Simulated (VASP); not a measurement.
Input of a VASP 6.6.1 run:

INCAR

```
PREC     = Accurate       # precision mode
ENCUT    = 520            # plane-wave cutoff, eV
EDIFF    = 1E-6           # SCF threshold, eV
ISMEAR   = 0              # smearing method
SIGMA    = 0.05           # smearing width, eV
LREAL    = False          # projectors in reciprocal space
LASPH    = True           # aspherical terms in the spheres
NELM     = 100            # most SCF steps
ALGO     = Normal         # electronic algorithm
ISIF     = 2              # what is computed and relaxed
LWAVE    = False          # write WAVECAR
LCHARG   = False          # write CHGCAR
GGA      = PE             # functional
NBANDS   = 16             # bands
```

File KPOINTS:

```
Automatic mesh
0
Gamma
  9 9 6
```

POSCAR

```
AlN
1.0
    3.1612000000      0.0000000000      0.0000000000
   -1.5806000000      2.7376795064      0.0000000000
    0.0000000000      0.0000000000      5.4183000000
Al N
2 2
Direct
    0.3333333333      0.6666666667      0.0047793726
    0.6666666667      0.3333333333      0.5047793726
    0.3333333333      0.6666666667      0.3802206274
    0.6666666667      0.3333333333      0.8802206274
```

Potentials or basis: VASP PAW PBE potentials, release 64 (Al, N).

The run is started by

```console
$ cat potpaw_PBE.64/Al/POTCAR potpaw_PBE.64/N/POTCAR > POTCAR
$ mpirun -np 1 vasp_std > vasp.out
```

Q: What does it give for the band gap on the k mesh?

A: 3.13 eV, direct.

Q: Predict the pressure.

A: -14.9 GPa.

Stress tensor (GPa, compression positive):
```
 -9.22   0.00   0.00
  0.00  -9.22   0.00
  0.00   0.00 -26.29
```

A hybrid or GW would open this gap; PBE tends to underestimate it.
